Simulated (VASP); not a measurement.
Crystal: Ag.

```xyz
1
Lattice="0.0000 2.0268 2.0268 2.0268 0.0000 2.0268 2.0268 2.0268 0.0000" Properties=species:S:1:pos:R:3 pbc="T T T"
Ag    0.0000    0.0000    0.0000
```

Base run:

* Program: VASP 6.6.1
* Functional: PBE
* Potentials or basis: VASP PAW PBE potentials, release 64 (Ag)
* Cutoff: 520 eV
* k mesh: 11 × 11 × 11
* Occupations: fermi-dirac, width 0.05 eV
* Spin: no spin polarisation

Its results: pressure 7.1 GPa.

Task: The run is repeated on the same cell with these changes: functional from PBE to r2SCAN. What comes out?

Result: Pressure 4.1 GPa.

Caveats: the PAW data sets were made with another functional, which shifts forces and pressure a little (some runs).
